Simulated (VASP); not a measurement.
Input of a VASP 6.6.1 run:

The input INCAR:

```
PREC = Accurate
ENCUT = 520
EDIFF = 1E-6
ISMEAR = 0
SIGMA = 0.02
LREAL = False
LASPH = True
NELM = 100
ALGO = Normal
ISIF = 2
LWAVE = False
LCHARG = False
GGA = PE
ISYM = 0
NBANDS = 16
```

KPOINTS

```
regular mesh
0
Gamma
  7 7 10
```

The input POSCAR:

```
GaP
1.0
    3.8677060746      0.0000000000      0.0000000000
    0.0000000000      3.8677060746      0.0000000000
   -1.9338530373     -1.9338530373      2.7738740727
Ga P
1 1
Direct
    0.0000000000      0.0000000000      0.0000000000
    0.2500000000      0.7500000000      0.5000000000
```

Potentials or basis: VASP PAW PBE potentials, release 64 (Ga_d, P).

Command:

```bash
$ cat potpaw_PBE.64/Ga_d/POTCAR potpaw_PBE.64/P/POTCAR > POTCAR
$ mpirun -np 1 vasp_std > vasp.out
```

Estimate the band gap on the k mesh.

1.57 eV, indirect (least direct gap 1.59 eV).

What does it give for the pressure?

0.4 GPa.

Stress tensor (GPa, compression positive):
```
 0.75  0.00  0.00
 0.00  0.75  0.00
 0.00  0.00 -0.38
```

A k mesh can miss the band edges. Expect the measured gap to be larger: semilocal functionals such as PBE lack the derivative discontinuity.
